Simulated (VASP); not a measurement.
# Zn (R-3m) in VASP: a series of runs

Zn is run at these levels: PBEsol; tasks: single point.

Program: VASP 6.6.1. These are calculated values, not measurements. Logs are shortened: lines on timing, memory, paths and dates and some standing lists are left out, and cuts for length are marked.

### Step 1. The cell of the first run

Symmetry: R-3m, No. 166, trigonal system. The conventional cell has a = 5.133 Å, b = 5.133 Å, c = 1.733 Å, α = 90.00°, β = 90.00°, γ = 120.00°. Zn (site symmetry -3m) has 2 Zn at 1.73 Å within 2.3 Å.

### Step 2. Single point, PBEsol

INCAR reads:

```
PREC = Accurate
ENCUT = 520
EDIFF = 1E-7
ISMEAR = 0
SIGMA = 0.15
LREAL = False
LASPH = True
NELM = 80
ALGO = Fast
ISIF = 2
LWAVE = False
LCHARG = True
GGA = PS
LELF = True
LVHAR = True
NBANDS = 12
```

KPOINTS reads:

```
Automatic mesh
0
Gamma
  22 22 22
```

POSCAR reads:

```
Zn
1.0
   -2.0859356602      1.5433564846      1.5433564846
    1.5433564846     -2.0859356602      1.5433564846
    1.5433564846      1.5433564846     -2.0859356602
Zn
1
Direct
    0.0000000000      0.0000000000      0.0000000000
```

Potentials or basis: VASP PAW PBE potentials, release 64 (Zn).

Command:

```console
> cat potpaw_PBE.64/Zn/POTCAR > POTCAR
> mpirun -np 1 vasp_std > vasp.out
```

OUTCAR:

```text
PREC = Accurate
   ENCUT = 520
   EDIFF = 1E-7
   ISMEAR = 0
   LREAL = False
   LASPH = True
   NELM = 80
   ISIF = 2
   GGA = PS

 ion  position               nearest neighbor table
   1  0.000  0.000  0.000-

  LATTYP: Found a trigonal (rhomboedric) cell.
 ALAT       =     3.0191101430
 COS(alpha) =    -0.4450602107

  Lattice vectors:

 A1 = (  -2.0859356602,   1.5433564846,   1.5433564846)
 A2 = (   1.5433564846,  -2.0859356602,   1.5433564846)
 A3 = (   1.5433564846,   1.5433564846,  -2.0859356602)

Analysis of symmetry for initial positions (statically):
=====================================================================
 Subroutine PRICEL returns:
 Original cell was already a primitive cell.

 Routine SETGRP: Setting up the symmetry group for a
 trigonal (rhombohedral) supercell.

 Subroutine GETGRP returns: Found 12 space group operations
 (whereof 12 operations were pure point group operations)
 out of a pool of 12 trial point group operations.

The static configuration has the point symmetry D_3d.

Analysis of symmetry for dynamics (positions and initial velocities):
=====================================================================
 Subroutine PRICEL returns:
 Original cell was already a primitive cell.

 Routine SETGRP: Setting up the symmetry group for a
 trigonal (rhombohedral) supercell.

 Subroutine GETGRP returns: Found 12 space group operations
 (whereof 12 operations were pure point group operations)
 out of a pool of 12 trial point group operations.

The dynamic configuration has the point symmetry D_3d.

 Subroutine INISYM returns: Found 12 space group operations
 (whereof 12 operations are pure point group operations),
 and found     1 'primitive' translations

----------------------------------------------------------------------------------------

                                     Primitive cell

  volume of cell :      13.1820

  direct lattice vectors                    reciprocal lattice vectors
    -2.085935660  1.543356485  1.543356485     0.149383883  0.424919706  0.424919706
     1.543356485 -2.085935660  1.543356485     0.424919706  0.149383883  0.424919706
     1.543356485  1.543356485 -2.085935660     0.424919706  0.424919706  0.149383883

  length of vectors
     3.019110143  3.019110143  3.019110143     0.619216487  0.619216487  0.619216487

  position of ions in fractional coordinates (direct lattice)
     0.000000000  0.000000000  0.000000000

  ion indices of the primitive-cell ions
   primitive index   ion index
                 1           1

----------------------------------------------------------------------------------------

 KPOINTS: Automatic mesh

Automatic generation of k-mesh.
 Grid dimensions read from file:
 generate k-points for:   22   22   22

 Generating k-lattice:

  Cartesian coordinates                     Fractional coordinates (reciprocal lattice)
     0.006790176  0.019314532  0.019314532     0.045454545  0.000000000  0.000000000
     0.019314532  0.006790176  0.019314532     0.000000000  0.045454545  0.000000000
     0.019314532  0.019314532  0.006790176    -0.000000000 -0.000000000  0.045454545

  Length of vectors
     0.028146204  0.028146204  0.028146204

  Shift w.r.t. Gamma in fractional coordinates (k-lattice)
     0.000000000  0.000000000  0.000000000

 Subroutine IBZKPT returns following result:
 ===========================================

 Found   1024 irreducible k-points:

 Following reciprocal coordinates:
            Coordinates               Weight
  0.000000  0.000000  0.000000      1.000000
  0.045455  0.000000  0.000000      6.000000
  0.090909  0.000000  0.000000      6.000000
  0.136364  0.000000  0.000000      6.000000
  0.181818  0.000000  0.000000      6.000000
  0.227273  0.000000  0.000000      6.000000
[... 16 lines left out ...]
  0.500000  0.045455  0.000000     12.000000
 -0.454545  0.045455 -0.000000     12.000000
 [... further k-points ...]
   k-points           NKPTS =   1024   k-points in BZ     NKDIM =   1024   number of bands    NBANDS=     12
   number of dos      NEDOS =    301   number of ions     NIONS =      1
   total plane-waves  NPLWV =  13824
   dimension x,y,z NGX =    24 NGY =   24 NGZ =   24
   dimension x,y,z NGXF=    48 NGYF=   48 NGZF=   48
   ions per type =               1
   NGX,Y,Z   is equivalent  to a cutoff of  13.22, 13.22, 13.22 a.u.
   NGXF,Y,Z  is equivalent  to a cutoff of  26.43, 26.43, 26.43 a.u.
 SYSTEM =  unknown system
   PREC   = accura    normal or accurate (medium, high low for compatibility)
   ISTART =      0    job   : 0-new  1-cont  2-samecut
   ICHARG =      2    charge: 1-file 2-atom 10-const
   ISPIN  =      1    spin polarized calculation?
   LNONCOLLINEAR =      F non collinear calculations
   LSORBIT =      F    spin-orbit coupling
   LASPH  =      T    aspherical Exc in radial PAW
   ENCUT  =  520.0 eV  38.22 Ry    6.18 a.u.   5.61  5.61  5.61*2*pi/ulx,y,z
   NELM   =     80;   NELMIN=  2; NELMDL= -5     # of ELM steps
   EDIFF  = 0.1E-06   stopping-criterion for ELM
   LREAL  =      F    real-space projection
   EDIFFG = 0.1E-05   stopping-criterion for IOM
   NSW    =      0    number of steps for IOM
   IBRION =     -1    ionic relax: 0-MD 1-quasi-New 2-CG
   NFREE  =      0    steps in history (QN), initial steepest desc. (CG)
   ISIF   =      2    stress and relaxation
   ISYM   =      2    0-nonsym 1-usesym 2-fastsym
   POTIM  = 0.5000    time-step for ionic-motion
   TEBEG  =    0.0;   TEEND  =   0.0 temperature during run
   PSTRESS=    0.0 pullay stress
   NELECT =      12.0000    total number of electrons
   NUPDOWN=      -1.0000    fix difference up-down
   EMIN   =  10.00;   EMAX   =-10.00  energy-range for DOS
   EFERMI =   0.00;   METHOD = LEGACY
   ISMEAR =     0;   SIGMA  =   0.15  broadening in eV -4-tet -1-fermi 0-gaus
   EFERMI_NEDOS =   21; number of points for ismear=-14 and -15
   IALGO  =     68    algorithm
   IMIX   =      4    mixing-type and parameters
     AMIX     =   0.40;   BMIX     =  1.00
     AMIX_MAG =   1.60;   BMIX_MAG =  1.00
  volume/ion in A,a.u.               =      13.18        88.96
  Fermi-wavevector in a.u.,A,eV,Ry     =   1.586627  2.998290 34.251101  2.517385
  Thomas-Fermi vector in A             =   2.685909
   LORBIT       =      0    0 simple, 1 ext, 2 COOP (PROOUT), +10 PAW based schemes
   GGA     = PS    functional components
   LHFCALC =     F    Hartree Fock is set to
   AEXX    =    0.0000 exact exchange contribution
   IVDW    =     0    specifies the selected vdW correction
   LEPSILON=     F    determine dielectric tensor
   LRPA    =     F    only Hartree local field effects (RPA)
 non-spin polarized calculation
 RMM-DIIS sequential band-by-band and
 Gauss-broadening in eV      SIGMA  =   0.15
  energy-cutoff  :      520.00
  volume of cell :       13.18
 maximum number of plane-waves:       370
   NGX = 11   NGY = 11   NGZ = 11

 number of electron      11.9999990 magnetization

 Free energy of the ion-electron system (eV)
  ---------------------------------------------------
  ext. energy  EPLUGINS =         0.00000000
  ---------------------------------------------------
  free energy    TOTEN  =         2.34677982 eV

  energy without entropy =        2.34964039  energy(sigma->0) =        2.34821011

 E-fermi :   3.9220     XC(G=0): -12.2374

 val. band max:        3.9034632327   @ k =   0.5000   0.2273   0.1818
 cond. band min:       3.9249307997   @ k =  -0.2727  -0.4091   0.0455
 fundamental gap:      0.0214675670
 Fermi energy:         3.9220268359

 k-point     1 :       0.0000    0.0000    0.0000
  band No.  band energies     occupation
      1      -9.3435      2.00000
      2      -6.7932      2.00000
      3      -5.0873      2.00000
      4      -5.0873      2.00000
      5      -2.8676      2.00000
      6      -2.8676      2.00000
      7      13.0577      0.00000
      8      13.0577      0.00000
      9      18.0305      0.00000
     10      18.8694      0.00000
     11      18.8694      0.00000
     12      21.9866      0.00000

 k-point     2 :       0.0455    0.0000    0.0000
  band No.  band energies     occupation
      1      -9.1979      2.00000
      2      -6.7043      2.00000
      3      -5.0685      2.00000
      4      -5.0626      2.00000
      5      -2.9797      2.00000
      6      -2.9787      2.00000
      7      13.1000      0.00000
      8      13.1774      0.00000
      9      17.7360      0.00000
     10      19.0305      0.00000
     11      19.4562      0.00000
     12      22.1167      0.00000

 k-point     3 :       0.0909    0.0000    0.0000
  band No.  band energies     occupation
      1      -8.7701      2.00000
      2      -6.4377      2.00000
      3      -5.0131      2.00000
      4      -4.9905      2.00000
      5      -3.2950      2.00000
      6      -3.2936      2.00000
      7      13.2223      0.00000
      8      13.5025      0.00000
      9      17.5118      0.00000
     10      19.4811      0.00000
     11      20.5760      0.00000
     12      22.5242      0.00000
[... 286 lines left out ...]
 k-point    23 :       0.5000    0.0455    0.0000
  band No.  band energies     occupation
      1      -7.2831      2.00000
      2      -7.0733      2.00000
      3      -4.0708      2.00000
      4      -3.9255      2.00000
      5      -2.9364      2.00000
      6       4.9887      0.00000
      7      11.8152      0.00000
      8      16.1231      0.00000
      9      17.8761      0.00000
     10      23.2410      0.00000
     11      24.2458      0.00000
     12      28.2517      0.00000

 k-point    24 :      -0.4545    0.0455   -0.0000
  band No.  band energies     occupation
      1      -7.0868      2.00000
      2      -6.8675      2.00000
      3      -4.1401      2.00000
      4      -3.9915      2.00000
      5      -3.2620      2.00000
      6       3.1067      2.00000
      7      13.7343      0.00000
      8      15.7216      0.00000
      9      16.8216      0.00000
     10      24.6471      0.00000
     11      25.1969      0.00000
     12      26.6146      0.00000

 [... further k-points ...]

------------------------ aborting loop because EDIFF is reached ----------------------------------------

  FORCE on cell =-STRESS in cart. coord.  units (eV):
  Direction    XX          YY          ZZ          XY          YZ          ZX
  --------------------------------------------------------------------------------------
  -------------------------------------------------------------------------------------
  Total        9.9405249      9.9405249      9.9405249      9.9134736      9.9134736      9.9134736
  in kB     1208.1993325   1208.1993325   1208.1993325   1204.9114429   1204.9114429   1204.9114429
  external PRESSURE =    1208.1993325 kB  Pullay stress =       0.0000000 kB

 VOLUME and BASIS-vectors are now :
 -----------------------------------------------------------------------------
  energy-cutoff  :      520.00
  volume of cell :       13.18
      direct lattice vectors                 reciprocal lattice vectors
    -2.085935660  1.543356485  1.543356485     0.149383883  0.424919706  0.424919706
     1.543356485 -2.085935660  1.543356485     0.424919706  0.149383883  0.424919706
     1.543356485  1.543356485 -2.085935660     0.424919706  0.424919706  0.149383883

 POSITION                                       TOTAL-FORCE (eV/Angst)
 -----------------------------------------------------------------------------------
      0.00000      0.00000      0.00000         0.000000      0.000000      0.000000
 -----------------------------------------------------------------------------------
    total drift:                               -0.000000      0.000000      0.000000

  FREE ENERGIE OF THE ION-ELECTRON SYSTEM (eV)
  ---------------------------------------------------
  free  energy   TOTEN  =         2.3467798212 eV

  energy  without entropy=        2.3496403926  energy(sigma->0) =        2.34821011
```

It took 67 s on 1 thread of Intel Xeon 6975P-C (Granite Rapids), shared host; peak memory 0.27 GiB.

What came out:

```
Free energy            : 2.3468 eV
Pressure               : 120.8 GPa
Band gap on the k mesh : zero (band 6 reaches 8.83 eV, above the bottom of band 7 at -0.63 eV)
```

Levels at points of the mesh, in eV from the Fermi level:
```
           k point  band 4  band 5  band 6  band 7  band 8  band 9
(0.00, 0.00, 0.00)   -9.01   -6.79   -6.79    9.14    9.14   14.11
(0.50, 0.00, 0.00)   -7.83   -6.76    1.75    7.09   13.06   15.32
(0.50, 0.50, 0.00)   -6.79   -6.77   -4.84   -4.55    4.78   10.13
(0.50, 0.50, 0.50)   -7.83   -6.45    4.91    9.65    9.65   12.49
```

Caveat: the PAW data sets were made with another functional, which shifts forces and pressure a little.

### Step 3. Single point, PBEsol

This run uses another cell than the first one, of the same volume but with other edges.

INCAR reads:

```
SYSTEM = Zn
PREC = Accurate
ENCUT = 520
EDIFF = 1E-6
ISMEAR = 0
SIGMA = 0.15
LREAL = .False.
LASPH = .True.
NELM = 60
ALGO = Fast
ISIF = 2
LWAVE = .False.
LCHARG = .True.
GGA = PS
LELF = .True.
LVHAR = .True.
NBANDS = 12
```

KPOINTS reads:

```
Automatic mesh
0
Gamma
  22 22 22
  0 0 0
```

POSCAR reads:

```
Zn
1.0
   -1.2910477510      1.4947849851      1.4947849851
    1.4947849851     -1.2910477510      1.4947849851
    1.4947849851      1.4947849851     -1.2910477510
Zn
1
Direct
    0.0000000000      0.0000000000      0.0000000000
```

Potentials or basis: VASP PAW PBE potentials, release 64 (Zn).

Command:

```console
> cat potpaw_PBE.64/Zn/POTCAR > POTCAR
> mpirun -np 1 vasp_std > vasp.out
```

It took 44 s on 1 thread of Intel Xeon 6975P-C (Granite Rapids), shared host; peak memory 0.25 GiB.

The run converged. Its results:

| Property | Result |
| --- | --- |
| Free energy | -1.4055 eV |
| Pressure | 13.4 GPa |
| Band gap on the k mesh | zero (band 6 reaches 8.37 eV, above the bottom of band 7 at 2.25 eV) |

Stress tensor (GPa, compression positive):
```
13.40 -4.55 -4.55
-4.55 13.40 -4.55
-4.55 -4.55 13.40
```

Levels at points of the mesh, in eV from the Fermi level:
```csv
k point,band 2,band 3,band 4,band 5,band 6,band 7,band 8,band 9,band 10,band 11
"(0.00, 0.00, 0.00)",-8.52,-8.52,-7.68,-7.39,-7.39,18.05,18.42,18.42,21.21,21.21
"(0.50, 0.00, 0.00)",-8.72,-7.41,-7.40,-7.21,-3.89,-1.76,14.60,15.17,18.11,20.47
"(0.50, 0.50, 0.00)",-8.59,-7.56,-7.50,-6.91,-2.30,1.02,8.22,12.99,17.10,21.38
"(0.50, 0.50, 0.50)",-8.95,-7.60,-6.95,-6.95,4.36,4.36,5.84,9.59,9.59,10.01
```

Caveat: the PAW data sets were made with another functional, which shifts forces and pressure a little.

### Step 4. Single point, PBEsol

This run uses another cell than the first one, of 13.56 Å³/atom, 1.029 times its volume.

INCAR reads:

```
  PREC = Accurate
  ENCUT = 520
  EDIFF = 1E-6
  ISMEAR = 0
  SIGMA = 0.15
  LREAL = F
  LASPH = T
  NELM = 60
  ALGO = Fast
  ISIF = 2
  LWAVE = F
  LCHARG = F
  GGA = PS
  NBANDS = 12
```

KPOINTS reads:

```
Automatic mesh
0
Gamma
  22 22 22
```

POSCAR reads:

```
Zn
1.0
   -0.6876560650      1.6187536784      1.6187536784
    1.6187536784     -0.6876560650      1.6187536784
    1.6187536784      1.6187536784     -0.6876560650
Zn
1
Direct
    0.0000000000      0.0000000000      0.0000000000
```

Command:

```console
> cat potpaw_PBE.64/Zn/POTCAR > POTCAR
> mpirun -np 1 vasp_std > vasp.out
```

Wall time 43 s (1 thread of Intel Xeon 6975P-C (Granite Rapids), shared host); peak memory 0.25 GiB.

It converged, with:

* Free energy: -1.1189 eV
* Pressure: 23.1 GPa
* Band gap on the k mesh: zero (band 6 reaches 8.50 eV, above the bottom of band 7 at 1.01 eV)

Stress tensor (GPa, compression positive):
```
23.07  2.58  2.58
 2.58 23.07  2.58
 2.58  2.58 23.07
```

Levels at points of the mesh, in eV from the Fermi level:
```tsv
k point	band 4	band 5	band 6	band 7	band 8	band 9
(0.00, 0.00, 0.00)	-7.07	-7.07	-7.05	14.88	14.88	14.98
(0.50, 0.00, 0.00)	-7.56	-7.02	-4.12	-2.58	19.88	19.91
(0.50, 0.50, 0.00)	-7.48	-6.62	0.52	2.16	4.24	7.17
(0.50, 0.50, 0.50)	-6.60	-6.60	4.83	7.73	7.73	10.16
```

Caveat: the PAW data sets were made with another functional, which shifts forces and pressure a little.

### Step 5. The runs side by side

| cell | further INCAR settings | gap on the mesh (eV) | pressure (GPa) |
| --- | --- | --- | --- |
| a = 3.019 Å, angles 116.4°, 1 atom | ALGO = Fast; EDIFF = 1e-07; NBANDS = 12 | none | 120.8 |
| a = 2.477 Å, angles 105.4°, 1 atom | ALGO = Fast; EDIFF = 1e-06; NBANDS = 12 | none | 13.4 |
| a = 2.390 Å, angles 86.0°, 1 atom | ALGO = Fast; EDIFF = 1e-06; NBANDS = 12 | none | 23.1 |

Alike in all rows: task single point; level PBEsol; potentials or basis VASP PAW PBE potentials, release 64 (Zn); no spin polarisation; k mesh 22 × 22 × 22; cutoff (eV) 520; smearing gaussian 0.15 eV.

Caveats: the PAW data sets were made with another functional, which shifts forces and pressure a little.

Absolute energies hang on the potentials; compare differences alone.
